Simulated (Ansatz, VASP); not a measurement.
**KF in VASP and in Ansatz**

```
CELL_PARAMETERS angstrom
0.00000 2.71054 2.40560
2.85284 0.00000 2.40560
2.85284 2.71054 0.00000
ATOMIC_POSITIONS crystal
K 0.00000 0.00000 0.00000
F 0.50000 0.50000 0.50000
```

Change from the starting cell: normal strain along x +0.0525, normal strain along z -0.1125.

Alike in both runs: task single point; functional PBE; k mesh 8 × 8 × 8; occupations gaussian, width 0.05 eV; no spin polarisation.

|  | VASP | Ansatz |
| --- | --- | --- |
| version | VASP 6.6.1 | Ansatz 0.2.0 |
| potentials or method | VASP PAW PBE potentials, release 64 (K_sv, F), cutoff 520 eV | scalar-relativistic, plane waves, PAW |
| valence electrons in the cell | 16 | 16 |

Ansatz gave:

| Quantity | Value |
| --- | --- |
| gap on the k mesh at the Fermi level (eV) | 5.93 |
| least direct gap on the mesh (eV) | 5.93 |
| pressure (GPa) | 4.7 |
| traceless stress, the component that is largest in VASP (GPa) | 8.68 |

**Question.** Estimate VASP's values.

**Answer.** gap on the k mesh at the Fermi level (eV): 5.91; least direct gap on the mesh (eV): 5.91; pressure (GPa): 4.9; traceless stress, the component that is largest in VASP (GPa): 9.02.

With one functional, cell and mesh, what is left measures potentials, basis and numerics.
